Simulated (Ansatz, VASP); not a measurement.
Al in VASP and in Ansatz

The input INCAR:

```
ALGO = Fast
EDIFF = 1E-6
ENCUT = 520
GGA = PE
ISIF = 2
ISMEAR = 0
IVDW = 12
LASPH = T
LCHARG = F
LREAL = F
LWAVE = F
NBANDS = 8
NELM = 100
PREC = Accurate
SIGMA = 0.15
```

KPOINTS

```
k-points
0
Gamma
  26 26 26
```

POSCAR

```
Al
1.0
   -0.0398272566      1.9913628292      1.9913628292
    1.9913628292     -0.0398272566      1.9913628292
    1.9515355726      1.9515355726      0.0000000000
Al
1
Direct
    0.0000000000      0.0000000000      0.0000000000
```

Input for Ansatz:

```yaml
crystal:
  lattice:
    - [-0.0398272566, 1.9913628292, 1.9913628292]
    - [1.9913628292, -0.0398272566, 1.9913628292]
    - [1.9515355726, 1.9515355726, 0.0]
  atoms:
    - { symbol: Al, position: [0.0, 0.0, 0.0] }
basis:
  ecutwfc: 420
kpoints:
  mp_grid: { grid: [26, 26, 26] }
hamiltonian:
  xc: pbe
  dispersion: d3bj
scf:
  occupations: { method: gaussian, width: 0.15 }
output:
  forces: true
  stress: true
  eigenvalues: true
  write_density: true
  write_potential: true
  elf: true
  volumetric_format: npy
```

Change from the starting cell: strain -0.0400 x Voigt [0, 0, 0, 0, 0, 1], atoms carried along.

Alike in both runs: task single point; functional PBE; dispersion D3(BJ); k mesh 26 × 26 × 26; occupations gaussian, width 0.15 eV; no spin polarisation.

|  | VASP | Ansatz |
| --- | --- | --- |
| version | VASP 6.6.1 | Ansatz 0.2.0 |
| potentials or method | VASP PAW PBE potentials, release 64 (Al), cutoff 520 eV | scalar-relativistic, plane waves, PAW |
| valence electrons in the cell | 3 | 3 |

VASP gave:

| Quantity | Value |
| --- | --- |
| gap on the k mesh at the Fermi level (eV) | none |
| pressure (GPa) | 0.1 |
| traceless stress, the component that is largest in VASP (GPa) | 1.76 |

**Question.** Estimate Ansatz's values.

**Answer.** gap on the k mesh at the Fermi level (eV): none; pressure (GPa): 0.2; traceless stress, the component that is largest in VASP (GPa): 1.77.

A gap of «none» marks a metal or a gap that the smearing closes.
